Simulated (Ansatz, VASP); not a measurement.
# KZn in VASP and in Ansatz

```
K Zn
1.0
     0.00000    3.88885    3.88885
     3.88885    0.00000    3.88885
     3.88885    3.88885    0.00000
K Zn
2 2
Direct
  0.12500 0.12500 0.12500
  0.87500 0.87500 0.87500
  0.37500 0.37500 0.37500
  0.62500 0.62500 0.62500
```

Alike in both runs: functional PBEsol; k mesh 7 × 7 × 7; occupations fermi-dirac, width 0.05 eV; no spin polarisation.

Ansatz relaxed the structure, and its values are those at the end. VASP's run is a single point on that final structure, the one shown.

|  | VASP | Ansatz |
| --- | --- | --- |
| version | VASP 6.6.1 | Ansatz 0.2.0 |
| potentials or method | VASP PAW PBE potentials, release 64 (K_sv, Zn) | PAW with Ansatz's default frozen-core files, scalar-relativistic |
| plane-wave cutoff (eV) | 520 | 420 |
| valence electrons in the cell | 42 | 42 |

```csv
,VASP,Ansatz,Ansatz less VASP
pressure (GPa),0.0,0.0,-0.04
```

VASP's potentials were made for PBE, not for PBEsol.
